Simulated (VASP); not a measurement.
# PbO2 (Fm-3m) in VASP: a series of runs

Aim: see how the results for PbO2 move with the level of theory and the settings. Levels: r2SCAN50, PBEsol, LDA. Tasks: single point.

Everything below comes from runs of VASP 6.6.1. Logs are shortened: lines on timing, memory, paths and dates and some standing lists are left out, and cuts for length are marked.

## (1) The cell of the first run

It takes space group Fm-3m (No. 225, cubic). The conventional cell has a = 5.404 Å, b = 5.404 Å, c = 5.404 Å, α = 90.00°, β = 90.00°, γ = 90.00°. Within 3.1 Å of Pb (site symmetry m-3m) lie 8 O at 2.34 Å. Within 3.1 Å of O (site symmetry -43m) lie 4 Pb at 2.34 Å and 6 O at 2.70 Å.

## (2) Single point, r2SCAN50

File POSCAR:

```
PbO2
1.0
    0.0000000000      2.7019920000      2.7019920000
    2.7019920000      0.0000000000      2.7019920000
    2.7019920000      2.7019920000      0.0000000000
Pb O
1 2
Direct
    0.0000000000      0.0000000000      0.0000000000
    0.7500000000      0.7500000000      0.7500000000
    0.2500000000      0.2500000000      0.2500000000
```

File INCAR.step1:

```
PREC = Accurate ; ENCUT = 520
EDIFF = 1E-5 ; ISMEAR = -1
SIGMA = 0.05 ; LREAL = False
LASPH = True ; NELM = 60
ALGO = Normal ; ISIF = 2
LWAVE = True ; GGA = PE
NBANDS = 20
```

File INCAR.step2:

```
PREC = Accurate ; ENCUT = 520
EDIFF = 1E-7 ; ISMEAR = -1
SIGMA = 0.05 ; LREAL = False
LASPH = True ; NELM = 60
ALGO = Normal ; ISIF = 2
LWAVE = False ; LCHARG = True
METAGGA = R2SCAN ; LHFCALC = True
AEXX = 0.5 ; LMIXTAU = True
PRECFOCK = Normal ; LELF = True
LVHAR = True ; ISTART = 1
NBANDS = 20
```

File KPOINTS:

```
regular mesh
0
Gamma
  5 5 5
```

Potentials or basis: VASP PAW PBE potentials, release 64 (Pb_d, O).

Command:

```bash
$ cat potpaw_PBE.64/Pb_d/POTCAR potpaw_PBE.64/O/POTCAR > POTCAR
$ cp INCAR.step1 INCAR
$ mpirun -np 1 vasp_std > vasp.out
$ cp INCAR.step2 INCAR
$ mpirun -np 1 vasp_std > vasp.out
```

OUTCAR:

```text
PREC = Accurate
   ENCUT = 520
   EDIFF = 1E-7
   ISMEAR = -1
   LREAL = False
   LASPH = True
   NELM = 60
   ISIF = 2
   METAGGA = R2SCAN
   LHFCALC = True
   AEXX = 0.5
   PRECFOCK = Normal
   ISTART = 1

 ion  position               nearest neighbor table
   1  0.000  0.000  0.000-   2 2.34   2 2.34   2 2.34   3 2.34   3 2.34   3 2.34   3 2.34   2 2.34

   2  0.750  0.750  0.750-   1 2.34   1 2.34   1 2.34   1 2.34
   3  0.250  0.250  0.250-   1 2.34   1 2.34   1 2.34   1 2.34

  LATTYP: Found a face centered cubic cell.
 ALAT       =     5.4039840000

  Lattice vectors:

 A1 = (   0.0000000000,   2.7019920000,   2.7019920000)
 A2 = (   2.7019920000,   0.0000000000,   2.7019920000)
 A3 = (   2.7019920000,   2.7019920000,   0.0000000000)

Analysis of symmetry for initial positions (statically):
=====================================================================
 Subroutine PRICEL returns:
 Original cell was already a primitive cell.

 Routine SETGRP: Setting up the symmetry group for a
 face centered cubic supercell.

 Subroutine GETGRP returns: Found 48 space group operations
 (whereof 48 operations were pure point group operations)
 out of a pool of 48 trial point group operations.

The static configuration has the point symmetry O_h .

Analysis of symmetry for dynamics (positions and initial velocities):
=====================================================================
 Subroutine PRICEL returns:
 Original cell was already a primitive cell.

 Routine SETGRP: Setting up the symmetry group for a
 face centered cubic supercell.

 Subroutine GETGRP returns: Found 48 space group operations
 (whereof 48 operations were pure point group operations)
 out of a pool of 48 trial point group operations.

The dynamic configuration has the point symmetry O_h .

 Subroutine INISYM returns: Found 48 space group operations
 (whereof 48 operations are pure point group operations),
 and found     1 'primitive' translations

----------------------------------------------------------------------------------------

                                     Primitive cell

  volume of cell :      39.4532

  direct lattice vectors                    reciprocal lattice vectors
     0.000000000  2.701992000  2.701992000    -0.185048660  0.185048660  0.185048660
     2.701992000  0.000000000  2.701992000     0.185048660 -0.185048660  0.185048660
     2.701992000  2.701992000  0.000000000     0.185048660  0.185048660 -0.185048660

  length of vectors
     3.821193732  3.821193732  3.821193732     0.320513682  0.320513682  0.320513682

  position of ions in fractional coordinates (direct lattice)
     0.000000000  0.000000000  0.000000000
     0.750000000  0.750000000  0.750000000
     0.250000000  0.250000000  0.250000000

  ion indices of the primitive-cell ions
   primitive index   ion index
                 1           1
                 2           2
                 3           3

----------------------------------------------------------------------------------------

 KPOINTS: regular mesh

Automatic generation of k-mesh.
 Grid dimensions read from file:
 generate k-points for:    5    5    5

 Generating k-lattice:

  Cartesian coordinates                     Fractional coordinates (reciprocal lattice)
    -0.037009732  0.037009732  0.037009732     0.200000000  0.000000000  0.000000000
     0.037009732 -0.037009732  0.037009732     0.000000000  0.200000000  0.000000000
     0.037009732  0.037009732 -0.037009732     0.000000000  0.000000000  0.200000000

  Length of vectors
     0.064102736  0.064102736  0.064102736

  Shift w.r.t. Gamma in fractional coordinates (k-lattice)
     0.000000000  0.000000000  0.000000000

 Subroutine IBZKPT returns following result:
 ===========================================

 Found     10 irreducible k-points:

 Following reciprocal coordinates:
            Coordinates               Weight
  0.000000  0.000000  0.000000      1.000000
  0.200000  0.000000  0.000000      8.000000
  0.400000  0.000000  0.000000      8.000000
  0.200000  0.200000  0.000000      6.000000
  0.400000  0.200000  0.000000     24.000000
 -0.400000  0.200000  0.000000     24.000000
 -0.200000  0.200000  0.000000     12.000000
  0.400000  0.400000  0.000000      6.000000
 -0.400000  0.400000  0.000000     12.000000
 -0.400000  0.400000  0.200000     24.000000
   k-points           NKPTS =     10   k-points in BZ     NKDIM =    125   number of bands    NBANDS=     20
   number of dos      NEDOS =    301   number of ions     NIONS =      3
   total plane-waves  NPLWV =  21952
   dimension x,y,z NGX =    28 NGY =   28 NGZ =   28
   dimension x,y,z NGXF=    56 NGYF=   56 NGZF=   56
   ions per type =               1   2
   NGX,Y,Z   is equivalent  to a cutoff of  12.18, 12.18, 12.18 a.u.
   NGXF,Y,Z  is equivalent  to a cutoff of  24.36, 24.36, 24.36 a.u.
 SYSTEM =  unknown system
   PREC   = accura    normal or accurate (medium, high low for compatibility)
   ISTART =      1    job   : 0-new  1-cont  2-samecut
   ICHARG =      0    charge: 1-file 2-atom 10-const
   ISPIN  =      1    spin polarized calculation?
   LNONCOLLINEAR =      F non collinear calculations
   LSORBIT =      F    spin-orbit coupling
   LASPH  =      T    aspherical Exc in radial PAW
   ENCUT  =  520.0 eV  38.22 Ry    6.18 a.u.   7.10  7.10  7.10*2*pi/ulx,y,z
   NELM   =     60;   NELMIN=  2; NELMDL=  0     # of ELM steps
   EDIFF  = 0.1E-06   stopping-criterion for ELM
   LREAL  =      F    real-space projection
   EDIFFG = 0.1E-05   stopping-criterion for IOM
   NSW    =      0    number of steps for IOM
   IBRION =     -1    ionic relax: 0-MD 1-quasi-New 2-CG
   NFREE  =      0    steps in history (QN), initial steepest desc. (CG)
   ISIF   =      2    stress and relaxation
   ISYM   =      3    0-nonsym 1-usesym 2-fastsym
   POTIM  = 0.5000    time-step for ionic-motion
   TEBEG  =    0.0;   TEEND  =   0.0 temperature during run
   PSTRESS=    0.0 pullay stress
   NELECT =      26.0000    total number of electrons
   NUPDOWN=      -1.0000    fix difference up-down
   EMIN   =  10.00;   EMAX   =-10.00  energy-range for DOS
   EFERMI =   0.00;   METHOD = LEGACY
   ISMEAR =    -1;   SIGMA  =   0.05  broadening in eV -4-tet -1-fermi 0-gaus
   EFERMI_NEDOS =   21; number of points for ismear=-14 and -15
   IALGO  =     38    algorithm
   IMIX   =      1    mixing-type and parameters
     AMIX     =   0.40;   BMIX     =  1.00
     AMIX_MAG =   1.60;   BMIX_MAG =  1.00
  volume/ion in A,a.u.               =      13.15        88.75
  Fermi-wavevector in a.u.,A,eV,Ry     =   1.424640  2.692180 27.614384  2.029600
  Thomas-Fermi vector in A             =   2.545110
   LORBIT       =      0    0 simple, 1 ext, 2 COOP (PROOUT), +10 PAW based schemes
   METAGGA = R2SCAN    functional components
   LHFCALC =     T    Hartree Fock is set to
   PRECFOCK=normal    Normal, Fast or Accurate (Low or Medium for compatibility)
   ENCUT4O =  -1.0   cutoff for four orbital integrals eV
   NKREDX  =     1    reduce k-point grid by
   NKREDY  =     1    reduce k-point grid by
   NKREDZ  =     1    reduce k-point grid by
   AEXX    =    0.5000 exact exchange contribution
   HFSCREEN=    0.0000 screening length (either q_TF or 0.3 A-1)
   HFSCREENC=   0.0000 screening length for correlation (either q_TF or 0.3 A-1)
   ENCUTFOCK=  -1.0 apply spherical cutoff to Coloumb kernel
   IVDW    =     0    specifies the selected vdW correction
   LEPSILON=     F    determine dielectric tensor
   LRPA    =     F    only Hartree local field effects (RPA)
 non-spin polarized calculation
  energy-cutoff  :      520.00
  volume of cell :       39.45
 maximum number of plane-waves:      1073
  NGX = 24; NGY = 24; NGZ = 24

 number of electron      25.9999988 magnetization

 Free energy of the ion-electron system (eV)
  ---------------------------------------------------
  ext. energy  EPLUGINS =         0.00000000
  ---------------------------------------------------
  free energy    TOTEN  =       -55.79564175 eV

  energy without entropy =      -55.79206337  energy(sigma->0) =      -55.79385256

 E-fermi :   2.7427     XC(G=0):  -6.6083

 val. band max:        2.5807246667   @ k =  -0.4000   0.4000   0.2000
 cond. band min:       6.8435307972   @ k =   0.2000   0.0000   0.0000
 fundamental gap:      4.2628061305
 Fermi energy:         2.7427062736

 k-point     1 :       0.0000    0.0000    0.0000
  band No.  band energies     occupation
      1     -19.5218      2.00000
      2     -16.5175      2.00000
      3     -15.8349      2.00000
      4     -15.8349      2.00000
      5     -15.8349      2.00000
      6     -15.4884      2.00000
[... 12 lines left out ...]
     19      23.4470      0.00000
     20      23.4470      0.00000

 k-point     2 :       0.2000    0.0000    0.0000
  band No.  band energies     occupation
      1     -19.2062      2.00000
      2     -17.3889      2.00000
      3     -15.7900      2.00000
      4     -15.7900      2.00000
      5     -15.4902      2.00000
      6     -15.4902      2.00000
[... 12 lines left out ...]
     19      23.2976      0.00000
     20      23.2976      0.00000

 k-point     3 :       0.4000    0.0000    0.0000
  band No.  band energies     occupation
      1     -18.7925      2.00000
      2     -17.7881      2.00000
      3     -15.7414      2.00000
      4     -15.7413      2.00000
      5     -15.4661      2.00000
      6     -15.4661      2.00000
[... 12 lines left out ...]
     19      23.0571      0.00000
     20      23.0571      0.00000

 k-point     4 :       0.2000    0.2000    0.0000
  band No.  band energies     occupation
      1     -19.0837      2.00000
      2     -17.6129      2.00000
      3     -15.7449      2.00000
      4     -15.7449      2.00000
      5     -15.5265      2.00000
      6     -15.4687      2.00000
[... 107 lines left out ...]
 k-point     9 :      -0.4000    0.4000    0.0000
  band No.  band energies     occupation
      1     -18.4939      2.00000
      2     -18.1683      2.00000
      3     -15.5906      2.00000
      4     -15.5839      2.00000
      5     -15.4535      2.00000
      6     -15.2357      2.00000
[... 12 lines left out ...]
     19      24.6376      0.00000
     20      25.1015      0.00000

 k-point    10 :      -0.4000    0.4000    0.2000
  band No.  band energies     occupation
      1     -18.3536      2.00000
      2     -18.3494      2.00000
      3     -15.5945      2.00000
      4     -15.5675      2.00000
      5     -15.4760      2.00000
      6     -15.0575      2.00000
[... 12 lines left out ...]
     19      23.9556      0.00000
     20      25.8620      0.00000

------------------------ aborting loop because EDIFF is reached ----------------------------------------

  FORCE on cell =-STRESS in cart. coord.  units (eV):
  Direction    XX          YY          ZZ          XY          YZ          ZX
  --------------------------------------------------------------------------------------
  -------------------------------------------------------------------------------------
  Total       -5.6182660     -5.6182660     -5.6182660      0.0000000     -0.0000000      0.0000000
  in kB     -228.1553772   -228.1553772   -228.1553772      0.0000000     -0.0000000      0.0000000
  external PRESSURE =    -228.1553772 kB  Pullay stress =       0.0000000 kB

 VOLUME and BASIS-vectors are now :
 -----------------------------------------------------------------------------
  energy-cutoff  :      520.00
  volume of cell :       39.45
      direct lattice vectors                 reciprocal lattice vectors
     0.000000000  2.701992000  2.701992000    -0.185048660  0.185048660  0.185048660
     2.701992000  0.000000000  2.701992000     0.185048660 -0.185048660  0.185048660
     2.701992000  2.701992000  0.000000000     0.185048660  0.185048660 -0.185048660

 POSITION                                       TOTAL-FORCE (eV/Angst)
 -----------------------------------------------------------------------------------
      0.00000      0.00000      0.00000         0.000000     -0.000000     -0.000000
      4.05299      4.05299      4.05299         0.000000      0.000000      0.000000
      1.35100      1.35100      1.35100        -0.000000     -0.000000     -0.000000
 -----------------------------------------------------------------------------------
    total drift:                                0.000000      0.000000      0.000000

  FREE ENERGIE OF THE ION-ELECTRON SYSTEM (eV)
  ---------------------------------------------------
  free  energy   TOTEN  =       -55.7956417514 eV

  energy  without entropy=      -55.7920633731  energy(sigma->0) =      -55.79385256
```

It took 44 min on 1 thread of Intel Xeon Platinum 8259CL at 2.50GHz (Skylake/Cascade Lake), shared host; peak memory 0.18 GiB.

What came out:

| Item | Value |
| --- | --- |
| Free energy | -55.7956 eV |
| Pressure | -22.8 GPa |
| Band gap on the k mesh | zero (band 13 reaches 2.58 eV, above the bottom of band 14 at 2.35 eV) |

Caveat: the k points lie up to 0.40 Å⁻¹ apart; the PAW data sets were made with another functional, which shifts forces and pressure a little; spin-orbit coupling is left out, which moves the levels of the heavy elements.

(Continued in part 2 of 2.)
